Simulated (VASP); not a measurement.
# C (P6_3/mmc) in VASP: notebook

C is run at these levels: PBEsol+D3(BJ); tasks: single point.

All numbers are computed with VASP 6.6.1; they aren't measurements. Logs are shortened: lines on timing, memory, paths and dates and some standing lists are left out, and cuts for length are marked.

## Step 1: The cell of the first run

It takes space group P6_3/mmc (No. 194, hexagonal). The conventional cell has a = 2.518 Å, b = 2.518 Å, c = 6.422 Å, α = 90.00°, β = 90.00°, γ = 120.00°. Within 1.9 Å of C (site symmetry -6m2) lie 3 C at 1.45 Å. C (site symmetry -6m2) has 3 C at 1.45 Å within 1.9 Å.

## Step 2: Single point, PBEsol+D3(BJ) (8.81 Å³/atom)

INCAR reads:

```
SYSTEM = C
ALGO = Normal ; EDIFF = 1E-6
ENCUT = 520 ; GGA = PS
ISIF = 2 ; ISMEAR = 0
IVDW = 12 ; LASPH = .True.
LCHARG = .False. ; LREAL = .False.
LWAVE = .False. ; NBANDS = 16
NELM = 60 ; PREC = Accurate
SIGMA = 0.15
```

KPOINTS reads:

```
k-points
0
Gamma
  21 21 8
  0 0 0
```

POSCAR reads:

```
C
1.0
    2.5176942652      0.0000000000      0.0000000000
   -1.2588471326      2.1803871926      0.0000000000
    0.0000000000      0.0000000000      6.4223863012
C
4
Direct
    0.0000000000      0.0000000000      0.0025000000
    0.0000000000      0.0000000000      0.5025000000
    0.3333333333      0.6666666667      0.0025000000
    0.6666666667      0.3333333333      0.5025000000
```

Potentials or basis: VASP PAW PBE potentials, release 64 (C).

Started as:

```sh
cat potpaw_PBE.64/C/POTCAR > POTCAR
mpirun -np 1 vasp_std > vasp.out
```

OUTCAR:

```text
SYSTEM = C
   EDIFF = 1E-6
   ENCUT = 520
   GGA = PS
   ISIF = 2
   ISMEAR = 0
   IVDW = 12
   LASPH = .True.
   LREAL = .False.
   NELM = 60
   PREC = Accurate
 IVDW          = 12

 ion  position               nearest neighbor table
   1  0.000  0.000  0.002-   3 1.45   3 1.45   3 1.45
   2  0.000  0.000  0.502-   4 1.45   4 1.45   4 1.45
   3  0.333  0.667  0.002-   1 1.45   1 1.45   1 1.45
   4  0.667  0.333  0.502-   2 1.45   2 1.45   2 1.45

  LATTYP: Found a hexagonal cell.
 ALAT       =     2.5176942652
 C/A-ratio  =     2.5509000000

  Lattice vectors:

 A1 = (   2.5176942652,   0.0000000000,   0.0000000000)
 A2 = (  -1.2588471326,   2.1803871926,   0.0000000000)
 A3 = (   0.0000000000,   0.0000000000,   6.4223863012)

Analysis of symmetry for initial positions (statically):
=====================================================================
 Subroutine PRICEL returns:
 Original cell was already a primitive cell.

 Routine SETGRP: Setting up the symmetry group for a
 hexagonal supercell.

 Subroutine GETGRP returns: Found 24 space group operations
 (whereof  6 operations were pure point group operations)
 out of a pool of 24 trial point group operations.

The static configuration has the point symmetry C_3v.
 The point group associated with its full space group is D_6h.

Analysis of symmetry for dynamics (positions and initial velocities):
=====================================================================
 Subroutine PRICEL returns:
 Original cell was already a primitive cell.

 Routine SETGRP: Setting up the symmetry group for a
 hexagonal supercell.

 Subroutine GETGRP returns: Found 24 space group operations
 (whereof  6 operations were pure point group operations)
 out of a pool of 24 trial point group operations.

The dynamic configuration has the point symmetry C_3v.
 The point group associated with its full space group is D_6h.

 Subroutine INISYM returns: Found 24 space group operations
 (whereof  6 operations are pure point group operations),
 and found     1 'primitive' translations

----------------------------------------------------------------------------------------

                                     Primitive cell

  volume of cell :      35.2560

  direct lattice vectors                    reciprocal lattice vectors
     2.517694265  0.000000000  0.000000000     0.397188814  0.229317069  0.000000000
    -1.258847133  2.180387193  0.000000000     0.000000000  0.458634138  0.000000000
     0.000000000  0.000000000  6.422386301     0.000000000  0.000000000  0.155705365

  length of vectors
     2.517694265  2.517694265  6.422386301     0.458634138  0.458634138  0.155705365

  position of ions in fractional coordinates (direct lattice)
     0.000000000  0.000000000  0.002500000
     0.000000000  0.000000000  0.502500000
     0.333333333  0.666666667  0.002500000
     0.666666667  0.333333333  0.502500000

  ion indices of the primitive-cell ions
   primitive index   ion index
                 1           1
                 2           2
                 3           3
                 4           4

----------------------------------------------------------------------------------------

 KPOINTS: k-points

Automatic generation of k-mesh.
 Grid dimensions read from file:
 generate k-points for:   21   21    8

 Generating k-lattice:

  Cartesian coordinates                     Fractional coordinates (reciprocal lattice)
     0.018913753  0.010919860  0.000000000     0.047619048 -0.000000000  0.000000000
     0.000000000  0.021839721  0.000000000     0.000000000  0.047619048  0.000000000
     0.000000000  0.000000000  0.019463171     0.000000000  0.000000000  0.125000000

  Length of vectors
     0.021839721  0.021839721  0.019463171

  Shift w.r.t. Gamma in fractional coordinates (k-lattice)
     0.000000000  0.000000000  0.000000000

 Subroutine IBZKPT returns following result:
 ===========================================

 Found    240 irreducible k-points:

 Following reciprocal coordinates:
            Coordinates               Weight
  0.000000  0.000000  0.000000      1.000000
  0.047619  0.000000  0.000000      6.000000
  0.095238 -0.000000  0.000000      6.000000
  0.142857  0.000000  0.000000      6.000000
  0.190476 -0.000000  0.000000      6.000000
  0.238095  0.000000  0.000000      6.000000
[... 16 lines left out ...]
  0.142857  0.095238  0.000000     12.000000
  0.190476  0.095238  0.000000     12.000000
 [... further k-points ...]
   k-points           NKPTS =    240   k-points in BZ     NKDIM =    240   number of bands    NBANDS=     16
   number of dos      NEDOS =    301   number of ions     NIONS =      4
   total plane-waves  NPLWV =  19200
   dimension x,y,z NGX =    20 NGY =   20 NGZ =   48
   dimension x,y,z NGXF=    40 NGYF=   40 NGZF=   96
   ions per type =               4
   NGX,Y,Z   is equivalent  to a cutoff of  13.21, 13.21, 12.42 a.u.
   NGXF,Y,Z  is equivalent  to a cutoff of  26.41, 26.41, 24.85 a.u.
 SYSTEM =  C
   PREC   = accura    normal or accurate (medium, high low for compatibility)
   ISTART =      0    job   : 0-new  1-cont  2-samecut
   ICHARG =      2    charge: 1-file 2-atom 10-const
   ISPIN  =      1    spin polarized calculation?
   LNONCOLLINEAR =      F non collinear calculations
   LSORBIT =      F    spin-orbit coupling
   LASPH  =      T    aspherical Exc in radial PAW
   ENCUT  =  520.0 eV  38.22 Ry    6.18 a.u.   4.68  4.68 11.94*2*pi/ulx,y,z
   NELM   =     60;   NELMIN=  2; NELMDL= -5     # of ELM steps
   EDIFF  = 0.1E-05   stopping-criterion for ELM
   LREAL  =      F    real-space projection
   EDIFFG = 0.1E-04   stopping-criterion for IOM
   NSW    =      0    number of steps for IOM
   IBRION =     -1    ionic relax: 0-MD 1-quasi-New 2-CG
   NFREE  =      0    steps in history (QN), initial steepest desc. (CG)
   ISIF   =      2    stress and relaxation
   ISYM   =      2    0-nonsym 1-usesym 2-fastsym
   POTIM  = 0.5000    time-step for ionic-motion
   TEBEG  =    0.0;   TEEND  =   0.0 temperature during run
   PSTRESS=    0.0 pullay stress
   NELECT =      16.0000    total number of electrons
   NUPDOWN=      -1.0000    fix difference up-down
   EMIN   =  10.00;   EMAX   =-10.00  energy-range for DOS
   EFERMI =   0.00;   METHOD = LEGACY
   ISMEAR =     0;   SIGMA  =   0.15  broadening in eV -4-tet -1-fermi 0-gaus
   EFERMI_NEDOS =   21; number of points for ismear=-14 and -15
   IALGO  =     38    algorithm
   IMIX   =      4    mixing-type and parameters
     AMIX     =   0.40;   BMIX     =  1.00
     AMIX_MAG =   1.60;   BMIX_MAG =  1.00
  volume/ion in A,a.u.               =       8.81        59.48
  Fermi-wavevector in a.u.,A,eV,Ry     =   1.258067  2.377402 21.534388  1.582733
  Thomas-Fermi vector in A             =   2.391695
   LORBIT       =      0    0 simple, 1 ext, 2 COOP (PROOUT), +10 PAW based schemes
   GGA     = PS    functional components
   LHFCALC =     F    Hartree Fock is set to
   AEXX    =    0.0000 exact exchange contribution
   IVDW    =    12    specifies the selected vdW correction
   LEPSILON=     F    determine dielectric tensor
   LRPA    =     F    only Hartree local field effects (RPA)
 non-spin polarized calculation
 Gauss-broadening in eV      SIGMA  =   0.15
  energy-cutoff  :      520.00
  volume of cell :       35.26
 maximum number of plane-waves:       971
 NGX is ok and might be reduce to    20
   NGX =  9   NGY =  9   NGZ = 23

 number of electron      16.0000000 magnetization

 Free energy of the ion-electron system (eV)
  ---------------------------------------------------
  ext. energy  EPLUGINS =         0.00000000
  ---------------------------------------------------
  free energy    TOTEN  =       -38.40977971 eV

  energy without entropy =      -38.40892362  energy(sigma->0) =      -38.40935166

 E-fermi :   4.5891     XC(G=0): -10.7192

 val. band max:        4.5854507857   @ k =   0.3333   0.3333   0.5000
 cond. band min:       4.5891194634   @ k =   0.3333   0.3333   0.2500
 fundamental gap:      0.0036686777
 Fermi energy:         4.5891182374

 k-point     1 :       0.0000    0.0000    0.0000
  band No.  band energies     occupation
      1     -14.5662      2.00000
      2     -14.1236      2.00000
      3      -3.7758      2.00000
      4      -1.2211      2.00000
      5       1.6118      2.00000
      6       1.6118      2.00000
[... 8 lines left out ...]
     15      15.5148      0.00000
     16      15.7220      0.00000

 k-point     2 :       0.0476    0.0000    0.0000
  band No.  band energies     occupation
      1     -14.5137      2.00000
      2     -14.0726      2.00000
      3      -3.7127      2.00000
      4      -1.1634      2.00000
      5       1.3915      2.00000
      6       1.4334      2.00000
[... 8 lines left out ...]
     15      15.3496      0.00000
     16      15.8229      0.00000

 k-point     3 :       0.0952   -0.0000    0.0000
  band No.  band energies     occupation
      1     -14.3568      2.00000
      2     -13.9196      2.00000
      3      -3.5238      2.00000
      4      -0.9909      2.00000
      5       0.7768      2.00000
      6       0.8405      2.00000
[... 8 lines left out ...]
     15      14.8726      0.00000
     16      16.1458      0.00000

 k-point     4 :       0.1429    0.0000    0.0000
  band No.  band energies     occupation
      1     -14.0958      2.00000
      2     -13.6652      2.00000
      3      -3.2104      2.00000
      4      -0.7060      2.00000
      5      -0.1296      2.00000
      6      -0.0383      2.00000
[... 8 lines left out ...]
     15      14.3881      0.00000
     16      16.6567      0.00000
[... 324 lines left out ...]
 k-point    22 :       0.0952    0.0952    0.0000
  band No.  band energies     occupation
      1     -13.9397      2.00000
      2     -13.5131      2.00000
      3      -3.0232      2.00000
      4      -0.5363      2.00000
      5      -0.4549      2.00000
      6      -0.3950      2.00000
[... 8 lines left out ...]
     15      14.2625      0.00000
     16      16.7080      0.00000

 k-point    23 :       0.1429    0.0952    0.0000
  band No.  band energies     occupation
      1     -13.5766      2.00000
      2     -13.1591      2.00000
      3      -2.5891      2.00000
      4      -1.3832      2.00000
      5      -1.2956      2.00000
      6      -0.2080      2.00000
[... 8 lines left out ...]
     15      14.9520      0.00000
     16      16.9166      0.00000

 k-point    24 :       0.1905    0.0952    0.0000
  band No.  band energies     occupation
      1     -13.1124      2.00000
      2     -12.7067      2.00000
      3      -2.4645      2.00000
      4      -2.3361      2.00000
      5      -2.0372      2.00000
      6      -0.7678      2.00000
[... 8 lines left out ...]
     15      15.9897      0.00000
     16      17.1476      0.00000

 [... further k-points ...]

------------------------ aborting loop because EDIFF is reached ----------------------------------------

 Edisp (eV)   -0.45313

 E8    (eV) :    -0.2203

  FORCE on cell =-STRESS in cart. coord.  units (eV):
  Direction    XX          YY          ZZ          XY          YZ          ZX
  --------------------------------------------------------------------------------------
  -------------------------------------------------------------------------------------
  Total      -6.27778    -6.27778     0.22405     0.00000     0.00000     0.00000
  in kB    -285.28824  -285.28824    10.18180     0.00000     0.00000     0.00000
  external pressure =     -186.80 kB  Pullay stress =        0.00 kB

 VOLUME and BASIS-vectors are now :
 -----------------------------------------------------------------------------
  energy-cutoff  :      520.00
  volume of cell :       35.26
      direct lattice vectors                 reciprocal lattice vectors
     2.517694265  0.000000000  0.000000000     0.397188814  0.229317069  0.000000000
    -1.258847133  2.180387193  0.000000000     0.000000000  0.458634138  0.000000000
     0.000000000  0.000000000  6.422386301     0.000000000  0.000000000  0.155705365

 POSITION                                       TOTAL-FORCE (eV/Angst)
 -----------------------------------------------------------------------------------
      0.00000      0.00000      0.01606        -0.000000     -0.000000     -0.000000
      0.00000      0.00000      3.22725         0.000000      0.000000     -0.000000
     -0.00000      1.45359      0.01606         0.000000      0.000000     -0.000000
      1.25885      0.72680      3.22725        -0.000000      0.000000      0.000000
 -----------------------------------------------------------------------------------
    total drift:                                0.000000      0.000000     -0.000018

  FREE ENERGIE OF THE ION-ELECTRON SYSTEM (eV)
  ---------------------------------------------------
  free  energy   TOTEN  =       -38.8629079046 eV

  energy  without entropy=      -38.8620518152  energy(sigma->0) =      -38.86247986
```

Wall time 2.3 min (1 thread of Intel Xeon 8259CL, shared host); peak memory 0.23 GiB.

What came out:

| Quantity | Value |
| --- | --- |
| Free energy | -38.8629 eV |
| Pressure | -18.7 GPa |
| Band gap on the k mesh | zero (bands 8 and 9 overlap by 0.05 eV) |
| Dispersion energy per atom | -0.113 eV |

Stress tensor (GPa, compression positive):
```
-28.53   0.00   0.00
  0.00 -28.53   0.00
  0.00   0.00   1.02
```

Caveat: the cell stands under tension; the PAW data sets were made with another functional, which shifts forces and pressure a little.

[end of part 1 of 2]
